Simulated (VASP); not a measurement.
Crystal: CdSe.

```
Cd Se
1.0
     4.34202    0.00000    0.00000
     2.17101    3.76030    0.00000
     2.17101    1.25343    3.54524
Cd Se
1 1
Cartesian
  0.0000 0.0000 0.0000
  6.5130 3.7603 2.6589
```

Base run:

- Program: VASP 6.6.1
- Functional: r2SCAN
- Dispersion: D3(BJ)
- Potentials or basis: VASP PAW PBE potentials, release 64 (Cd, Se)
- Cutoff: 550 eV
- k mesh: 6 × 6 × 6
- Occupations: gaussian, width 0.01 eV
- Spin: no spin polarisation

Its results: band gap on the k mesh 1.02 eV, direct; pressure -0.8 GPa.

Task: The run is repeated on the same cell with these changes: k mesh from 6 × 6 × 6 to 3 × 3 × 3. What comes out?

Result: Band gap on the k mesh 0.98 eV, direct; pressure -0.1 GPa.

Caveats: some runs use coarse meshes; the PAW data sets were made with another functional, which shifts forces and pressure a little.

